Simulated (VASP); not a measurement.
Write the native input for VASP 6.6.1 that does the following.

```yaml
Task: single point
Functional: PBE
Potentials_or_basis: VASP PAW PBE potentials, release 64 (Si, W_sv)
Cutoff: 520 eV
k_mesh: 11 × 11 × 1
Occupations: gaussian, width 0.1 eV
Spin: no spin polarisation
Dipole_correction: yes
Further_INCAR_settings: ALGO = Normal; EDIFF = 1e-06; NBANDS = 43
```

The structure of Si2W lies in POSCAR:

```
Si2W
1.0
    3.2291363681      0.0000000000      0.0000000000
    0.0000000000      3.2291363681      0.0000000000
    0.0000000000      0.0000000000     25.4697396020
Si W
6 3
Direct
    0.0000000000      0.0000000000      0.2944670859
    0.0000000000      0.0000000000      0.3966587462
    0.5000000000      0.5000000000      0.4489041699
    0.5000000000      0.5000000000      0.5510958301
    0.0000000000      0.0000000000      0.6033412538
    0.0000000000      0.0000000000      0.7055329141
    0.5000000000      0.5000000000      0.3455629161
    0.0000000000      0.0000000000      0.5000000000
    0.5000000000      0.5000000000      0.6544370839
```

The input as run:

INCAR

```
SYSTEM = Si2W
ALGO = Normal
DIPOL = 0.5 0.5 0.500
EDIFF = 1E-6
ENCUT = 520
GGA = PE
IDIPOL = 3
ISIF = 2
ISMEAR = 0
LASPH = .TRUE.
LCHARG = .FALSE.
LDIPOL = .TRUE.
LREAL = .FALSE.
LWAVE = .FALSE.
NBANDS = 43
NELM = 80
PREC = Accurate
SIGMA = 0.1
```

KPOINTS

```
k-points
0
G
  11 11 1
  0 0 0
```

Potentials or basis: VASP PAW PBE potentials, release 64 (Si, W_sv).

Command:

```console
$ cat potpaw_PBE.64/Si/POTCAR potpaw_PBE.64/W_sv/POTCAR > POTCAR
$ mpirun -np 1 vasp_std > vasp.out
```

Results of the run:

| Quantity | Value |
| --- | --- |
| Largest force | 0.407 eV/Å |
| Band gap on the k mesh | zero (band 33 reaches 3.66 eV, above the bottom of band 34 at 2.92 eV) |

Caveat: spin-orbit coupling is left out, which moves the levels of the heavy elements.

It took 9.6 min on 1 thread of AMD EPYC 7R13, with other jobs on the host, peak memory 0.42 GiB.
